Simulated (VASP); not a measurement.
# Li2H5Ir (P4/mmm) in VASP: single point with PBE

Aim: the single point of Li2H5Ir with PBE.

All numbers are computed with VASP 6.6.1; they aren't measurements. Logs are shortened: lines on timing, memory, paths and dates and some standing lists are left out, and cuts for length are marked.

## Step 1: The cell of the first run

Symmetry: P4/mmm, No. 123, tetragonal system. Conventional cell: a = 4.749 Å, b = 4.749 Å, c = 3.252 Å, α = 90.00°, β = 90.00°, γ = 90.00°. Li (site symmetry mmm) has 10 H at 2.34 to 2.37 Å and 4 Ir at 2.88 Å within 3.1 Å. Within 2.2 Å of H (site symmetry 4/mmm) lie 2 Ir at 1.63 Å. Within 2.2 Å of H (site symmetry m2m) lie 1 Ir at 1.68 Å. Ir (site symmetry 4/mmm) has 6 H at 1.63 to 1.68 Å within 2.2 Å.

## Step 2: Single point, PBE (9.17 Å³/atom)

Input file INCAR:

```
SYSTEM = Li2H5Ir
PREC = Accurate
ENCUT = 520
EDIFF = 1E-6
ISMEAR = 0
SIGMA = 0.1
LREAL = .FALSE.
LASPH = .TRUE.
NELM = 60
ALGO = Normal
ISIF = 2
LWAVE = .FALSE.
LCHARG = .FALSE.
GGA = PE
NBANDS = 20
```

Input file KPOINTS:

```
regular mesh
0
G
  8 8 12
  0 0 0
```

Input file POSCAR:

```
Li2H5Ir
1.0
    4.7485215078      0.0000000000      0.0000000000
    0.0000000000      4.7485215078      0.0000000000
    0.0000000000      0.0000000000      3.2523494156
Li H Ir
2 5 1
Direct
    0.0000000000      0.5000000000      0.5000000000
    0.5000000000      0.0000000000      0.5000000000
    0.0000000000      0.0000000000      0.5000000000
    0.2496938754      0.2496938754      0.0000000000
    0.7503061246      0.2496938754      0.0000000000
    0.7503061246      0.7503061246      0.0000000000
    0.2496938754      0.7503061246      0.0000000000
    0.0000000000      0.0000000000      0.0000000000
```

Potentials or basis: VASP PAW PBE potentials, release 64 (Li_sv, H, Ir).

Run with:

```console
$ cat potpaw_PBE.64/Li_sv/POTCAR potpaw_PBE.64/H/POTCAR potpaw_PBE.64/Ir/POTCAR > POTCAR
$ mpirun -np 1 vasp_std > vasp.out
```

OUTCAR:

```text
SYSTEM = Li2H5Ir
   PREC = Accurate
   ENCUT = 520
   EDIFF = 1E-6
   ISMEAR = 0
   LREAL = .FALSE.
   LASPH = .TRUE.
   NELM = 60
   ISIF = 2
   GGA = PE

 ion  position               nearest neighbor table
   1  0.000  0.500  0.500-   8 2.88   8 2.88   8 2.88   8 2.88
   2  0.500  0.000  0.500-   8 2.88   8 2.88   8 2.88   8 2.88
   3  0.000  0.000  0.500-   8 1.63   8 1.63
   4  0.250  0.250  0.000-   8 1.68
   5  0.750  0.250  0.000-   8 1.68
   6  0.750  0.750  0.000-   8 1.68
   7  0.250  0.750  0.000-   8 1.68
   8  0.000  0.000  0.000-   3 1.63   3 1.63   5 1.68   6 1.68   7 1.68   4 1.68   1 2.88   1 2.88
                             2 2.88   2 2.88   1 2.88   1 2.88   2 2.88   2 2.88

  LATTYP: Found a simple tetragonal cell.
 ALAT       =     4.7485215078
 C/A-ratio  =     0.6849183288

  Lattice vectors:

 A1 = (   4.7485215078,   0.0000000000,   0.0000000000)
 A2 = (   0.0000000000,   4.7485215078,   0.0000000000)
 A3 = (   0.0000000000,   0.0000000000,   3.2523494156)

Analysis of symmetry for initial positions (statically):
=====================================================================
 Subroutine PRICEL returns:
 Original cell was already a primitive cell.

 Routine SETGRP: Setting up the symmetry group for a
 simple tetragonal supercell.

 Subroutine GETGRP returns: Found 16 space group operations
 (whereof 16 operations were pure point group operations)
 out of a pool of 16 trial point group operations.

The static configuration has the point symmetry D_4h.

Analysis of symmetry for dynamics (positions and initial velocities):
=====================================================================
 Subroutine PRICEL returns:
 Original cell was already a primitive cell.

 Routine SETGRP: Setting up the symmetry group for a
 simple tetragonal supercell.

 Subroutine GETGRP returns: Found 16 space group operations
 (whereof 16 operations were pure point group operations)
 out of a pool of 16 trial point group operations.

The dynamic configuration has the point symmetry D_4h.

 Subroutine INISYM returns: Found 16 space group operations
 (whereof 16 operations are pure point group operations),
 and found     1 'primitive' translations

----------------------------------------------------------------------------------------

                                     Primitive cell

  volume of cell :      73.3355

  direct lattice vectors                    reciprocal lattice vectors
     4.748521508  0.000000000  0.000000000     0.210591865  0.000000000  0.000000000
     0.000000000  4.748521508  0.000000000     0.000000000  0.210591865  0.000000000
     0.000000000  0.000000000  3.252349416     0.000000000  0.000000000  0.307470038

  length of vectors
     4.748521508  4.748521508  3.252349416     0.210591865  0.210591865  0.307470038

  position of ions in fractional coordinates (direct lattice)
     0.000000000  0.500000000  0.500000000
     0.500000000  0.000000000  0.500000000
     0.000000000  0.000000000  0.500000000
     0.249693875  0.249693875  0.000000000
     0.750306125  0.249693875  0.000000000
     0.750306125  0.750306125  0.000000000
     0.249693875  0.750306125  0.000000000
     0.000000000  0.000000000  0.000000000

  ion indices of the primitive-cell ions
   primitive index   ion index
                 1           1
                 2           2
                 3           3
                 4           4
                 5           5
                 6           6
                 7           7
                 8           8

----------------------------------------------------------------------------------------

 KPOINTS: regular mesh

Automatic generation of k-mesh.
 Grid dimensions read from file:
 generate k-points for:    8    8   12

 Generating k-lattice:

  Cartesian coordinates                     Fractional coordinates (reciprocal lattice)
     0.026323983  0.000000000  0.000000000     0.125000000  0.000000000  0.000000000
     0.000000000  0.026323983  0.000000000     0.000000000  0.125000000  0.000000000
     0.000000000  0.000000000  0.025622503     0.000000000  0.000000000  0.083333333

  Length of vectors
     0.026323983  0.026323983  0.025622503

  Shift w.r.t. Gamma in fractional coordinates (k-lattice)
     0.000000000  0.000000000  0.000000000

 Subroutine IBZKPT returns following result:
 ===========================================

 Found    105 irreducible k-points:

 Following reciprocal coordinates:
            Coordinates               Weight
  0.000000  0.000000  0.000000      1.000000
  0.125000  0.000000  0.000000      4.000000
  0.250000  0.000000  0.000000      4.000000
  0.375000  0.000000  0.000000      4.000000
  0.500000  0.000000  0.000000      2.000000
  0.125000  0.125000  0.000000      4.000000
[... 16 lines left out ...]
  0.375000  0.125000  0.083333     16.000000
  0.500000  0.125000  0.083333      8.000000
 [... further k-points ...]
   k-points           NKPTS =    105   k-points in BZ     NKDIM =    105   number of bands    NBANDS=     20
   number of dos      NEDOS =    301   number of ions     NIONS =      8
   total plane-waves  NPLWV =  31104
   dimension x,y,z NGX =    36 NGY =   36 NGZ =   24
   dimension x,y,z NGXF=    72 NGYF=   72 NGZF=   48
   ions per type =               2   5   1
   NGX,Y,Z   is equivalent  to a cutoff of  12.60, 12.60, 12.27 a.u.
   NGXF,Y,Z  is equivalent  to a cutoff of  25.21, 25.21, 24.54 a.u.
 SYSTEM =  Li2H5Ir
   PREC   = accura    normal or accurate (medium, high low for compatibility)
   ISTART =      0    job   : 0-new  1-cont  2-samecut
   ICHARG =      2    charge: 1-file 2-atom 10-const
   ISPIN  =      1    spin polarized calculation?
   LNONCOLLINEAR =      F non collinear calculations
   LSORBIT =      F    spin-orbit coupling
   LASPH  =      T    aspherical Exc in radial PAW
   ENCUT  =  520.0 eV  38.22 Ry    6.18 a.u.   8.83  8.83  6.05*2*pi/ulx,y,z
   NELM   =     60;   NELMIN=  2; NELMDL= -5     # of ELM steps
   EDIFF  = 0.1E-05   stopping-criterion for ELM
   LREAL  =      F    real-space projection
   EDIFFG = 0.1E-04   stopping-criterion for IOM
   NSW    =      0    number of steps for IOM
   IBRION =     -1    ionic relax: 0-MD 1-quasi-New 2-CG
   NFREE  =      0    steps in history (QN), initial steepest desc. (CG)
   ISIF   =      2    stress and relaxation
   ISYM   =      2    0-nonsym 1-usesym 2-fastsym
   POTIM  = 0.5000    time-step for ionic-motion
   TEBEG  =    0.0;   TEEND  =   0.0 temperature during run
   PSTRESS=    0.0 pullay stress
   NELECT =      20.0000    total number of electrons
   NUPDOWN=      -1.0000    fix difference up-down
   EMIN   =  10.00;   EMAX   =-10.00  energy-range for DOS
   EFERMI =   0.00;   METHOD = LEGACY
   ISMEAR =     0;   SIGMA  =   0.10  broadening in eV -4-tet -1-fermi 0-gaus
   EFERMI_NEDOS =   21; number of points for ismear=-14 and -15
   IALGO  =     38    algorithm
   IMIX   =      4    mixing-type and parameters
     AMIX     =   0.40;   BMIX     =  1.00
     AMIX_MAG =   1.60;   BMIX_MAG =  1.00
  volume/ion in A,a.u.               =       9.17        61.86
  Fermi-wavevector in a.u.,A,eV,Ry     =   1.061647  2.006222 15.335051  1.127094
  Thomas-Fermi vector in A             =   2.197070
   LORBIT       =      0    0 simple, 1 ext, 2 COOP (PROOUT), +10 PAW based schemes
   GGA     = PE    functional components
   LHFCALC =     F    Hartree Fock is set to
   AEXX    =    0.0000 exact exchange contribution
   IVDW    =     0    specifies the selected vdW correction
   LEPSILON=     F    determine dielectric tensor
   LRPA    =     F    only Hartree local field effects (RPA)
 non-spin polarized calculation
 Gauss-broadening in eV      SIGMA  =   0.10
  energy-cutoff  :      520.00
  volume of cell :       73.34
 maximum number of plane-waves:      2016
 NGX is ok and might be reduce to    36
   NGX = 17   NGY = 17   NGZ = 13

 number of electron      19.9999982 magnetization

 Free energy of the ion-electron system (eV)
  ---------------------------------------------------
  ext. energy  EPLUGINS =         0.00000000
  ---------------------------------------------------
  free energy    TOTEN  =       -31.96636095 eV

  energy without entropy =      -31.96415484  energy(sigma->0) =      -31.96525789

 E-fermi :   0.8518     XC(G=0):  -8.7279

 val. band max:        0.8270732579   @ k =   0.1250   0.0000   0.5000
 cond. band min:       0.8850485999   @ k =   0.1250   0.1250   0.5000
 fundamental gap:      0.0579753420
 Fermi energy:         0.8518216184

 k-point     1 :       0.0000    0.0000    0.0000
  band No.  band energies     occupation
      1     -44.3053      2.00000
      2     -44.3010      2.00000
      3      -8.0207      2.00000
      4      -5.5866      2.00000
      5      -3.6232      2.00000
      6      -1.4316      2.00000
[... 12 lines left out ...]
     19      11.4338      0.00000
     20      13.3158      0.00000

 k-point     2 :       0.1250    0.0000    0.0000
  band No.  band energies     occupation
      1     -44.3051      2.00000
      2     -44.3012      2.00000
      3      -8.0085      2.00000
      4      -5.5221      2.00000
      5      -3.7029      2.00000
      6      -1.7561      2.00000
[... 12 lines left out ...]
     19      11.7940      0.00000
     20      13.3487      0.00000

 k-point     3 :       0.2500    0.0000    0.0000
  band No.  band energies     occupation
      1     -44.3046      2.00000
      2     -44.3017      2.00000
      3      -7.9799      2.00000
      4      -5.3336      2.00000
      5      -3.8667      2.00000
      6      -2.4049      2.00000
[... 12 lines left out ...]
     19      12.4192      0.00000
     20      13.0580      0.00000

 k-point     4 :       0.3750    0.0000    0.0000
  band No.  band energies     occupation
      1     -44.3039      2.00000
      2     -44.3023      2.00000
      3      -7.9523      2.00000
      4      -5.0631      2.00000
      5      -4.0034      2.00000
      6      -3.0416      2.00000
[... 12 lines left out ...]
     19      12.5738      0.00000
     20      13.2777      0.00000

 k-point     5 :       0.5000    0.0000    0.0000
  band No.  band energies     occupation
      1     -44.3032      2.00000
      2     -44.3030      2.00000
      3      -7.9412      2.00000
      4      -4.8985      2.00000
      5      -4.0544      2.00000
      6      -3.3417      2.00000
[... 12 lines left out ...]
     19      12.2884      0.00000
     20      12.5592      0.00000
[... 353 lines left out ...]
      6      -1.6207      2.00000
[... 12 lines left out ...]
     19      12.6113      0.00000
     20      13.2070      0.00000

 k-point    22 :       0.2500    0.1250    0.0833
  band No.  band energies     occupation
      1     -44.3043      2.00000
      2     -44.3015      2.00000
      3      -7.7925      2.00000
      4      -5.2314      2.00000
      5      -3.9509      2.00000
      6      -2.2008      2.00000
[... 12 lines left out ...]
     19      12.7309      0.00000
     20      13.1470      0.00000

 k-point    23 :       0.3750    0.1250    0.0833
  band No.  band energies     occupation
      1     -44.3037      2.00000
      2     -44.3021      2.00000
      3      -7.7647      2.00000
      4      -4.9634      2.00000
      5      -4.1165      2.00000
      6      -2.7961      2.00000
[... 12 lines left out ...]
     19      12.5963      0.00000
     20      13.0551      0.00000

 k-point    24 :       0.5000    0.1250    0.0833
  band No.  band energies     occupation
      1     -44.3030      2.00000
      2     -44.3028      2.00000
      3      -7.7535      2.00000
      4      -4.7960      2.00000
      5      -4.1997      2.00000
      6      -3.0639      2.00000
[... 12 lines left out ...]
     19      12.8142      0.00000
     20      12.9739      0.00000

 [... further k-points ...]

------------------------ aborting loop because EDIFF is reached ----------------------------------------

  FORCE on cell =-STRESS in cart. coord.  units (eV):
  Direction    XX          YY          ZZ          XY          YZ          ZX
  --------------------------------------------------------------------------------------
  -------------------------------------------------------------------------------------
  Total        0.5368242      0.5368242      0.6965971      0.0000000      0.0000000      0.0000000
  in kB       11.7281268     11.7281268     15.2187243      0.0000000      0.0000000      0.0000000
  external PRESSURE =      12.8916593 kB  Pullay stress =       0.0000000 kB

 VOLUME and BASIS-vectors are now :
 -----------------------------------------------------------------------------
  energy-cutoff  :      520.00
  volume of cell :       73.34
      direct lattice vectors                 reciprocal lattice vectors
     4.748521508  0.000000000  0.000000000     0.210591865  0.000000000  0.000000000
     0.000000000  4.748521508  0.000000000     0.000000000  0.210591865  0.000000000
     0.000000000  0.000000000  3.252349416     0.000000000  0.000000000  0.307470038

 POSITION                                       TOTAL-FORCE (eV/Angst)
 -----------------------------------------------------------------------------------
      0.00000      2.37426      1.62617        -0.000000      0.000000      0.000000
      2.37426      0.00000      1.62617        -0.000000      0.000000      0.000000
      0.00000      0.00000      1.62617        -0.000000      0.000000      0.000000
      1.18568      1.18568      0.00000         0.024799      0.024799      0.000000
      3.56284      1.18568      0.00000        -0.024799      0.024799      0.000000
      3.56284      3.56284      0.00000        -0.024799     -0.024799      0.000000
      1.18568      3.56284      0.00000         0.024799     -0.024799     -0.000000
      0.00000      0.00000      0.00000        -0.000000      0.000000      0.000000
 -----------------------------------------------------------------------------------
    total drift:                                0.000000      0.000000      0.000000

  FREE ENERGIE OF THE ION-ELECTRON SYSTEM (eV)
  ---------------------------------------------------
  free  energy   TOTEN  =       -31.9663609468 eV

  energy  without entropy=      -31.9641548399  energy(sigma->0) =      -31.96525789
```

Run time: 98 s. Hardware: 1 thread of Intel Xeon Platinum 8375C at 2.90GHz (Ice Lake), shared host; peak memory 0.29 GiB.

Results:

| Item | Value |
| --- | --- |
| Free energy | -31.9664 eV |
| Largest force | 0.035 eV/Å |
| Band gap on the k mesh | zero (bands 10 and 11 overlap by 0.18 eV) |

Forces on the atoms (eV/Å):
```
Li   0.000  0.000  0.000
Li   0.000  0.000  0.000
H    0.000  0.000  0.000
H    0.025  0.025  0.000
H   -0.025  0.025  0.000
H   -0.025 -0.025  0.000
H    0.025 -0.025  0.000
Ir   0.000  0.000  0.000
```

Levels at points of the mesh, in eV from the Fermi level:
| k point | band 7 | band 8 | band 9 | band 10 | band 11 | band 12 | band 13 | band 14 |
| --- | --- | --- | --- | --- | --- | --- | --- | --- |
| (0.00, 0.00, 0.00) | -2.28 | -1.70 | -0.73 | -0.73 | 3.68 | 7.19 | 7.21 | 7.21 |
| (0.50, 0.00, 0.00) | -1.38 | -1.27 | -0.82 | -0.72 | 4.63 | 5.58 | 6.34 | 8.85 |
| (0.50, 0.50, 0.00) | -3.02 | -1.15 | -0.81 | -0.81 | 1.92 | 8.96 | 8.96 | 10.06 |
| (0.00, 0.00, 0.50) | -2.47 | -1.57 | -0.87 | -0.87 | -0.09 | 4.41 | 6.64 | 7.04 |
| (0.50, 0.00, 0.50) | -2.50 | -2.42 | -1.15 | 0.09 | 0.10 | 4.65 | 6.20 | 6.69 |
| (0.50, 0.50, 0.50) | -2.42 | -2.14 | -2.14 | -0.85 | 0.24 | 3.76 | 3.86 | 7.51 |

Caveat: the cutoff is under 1.25 times the usual one of these potentials, so pressure, stress and relaxed cells hold a basis-set (Pulay) error; spin-orbit coupling is left out, which moves the levels of the heavy elements.
